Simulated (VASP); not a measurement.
Input of a VASP 6.6.1 run:

The input INCAR:

```
SYSTEM = BN
PREC = Accurate
ENCUT = 520
EDIFF = 1E-6
ISMEAR = 0
SIGMA = 0.05
LREAL = .False.
LASPH = .True.
NELM = 80
ALGO = Normal
ISIF = 2
LWAVE = .False.
LCHARG = .False.
GGA = CA
NBANDS = 16
```

The input KPOINTS:

```
Automatic mesh
0
Gamma
  12 12 4
  0 0 0
```

The input POSCAR:

```
BN
1.0
    2.4450604738      0.0000000000      0.0000000000
   -1.2225302369      2.1174844841      0.0000000000
    0.0000000000      0.0000000000      6.0818434226
B N
2 2
Direct
    0.3333333333      0.6666666667      0.2500000000
    0.6666666667      0.3333333333      0.7500000000
    0.3333333333      0.6666666667      0.7500000000
    0.6666666667      0.3333333333      0.2500000000
```

Potentials or basis: VASP PAW LDA potentials, release 64 (B, N).

The run is started by

```bash
$ cat potpaw_LDA.64/B/POTCAR potpaw_LDA.64/N/POTCAR > POTCAR
$ mpirun -np 1 vasp_std > vasp.out
```

(1) Estimate the pressure.

(2) What does it give for the band gap on the k mesh?

Results:

(1) 17.2 GPa.

(2) 3.99 eV, indirect (least direct gap 4.36 eV).
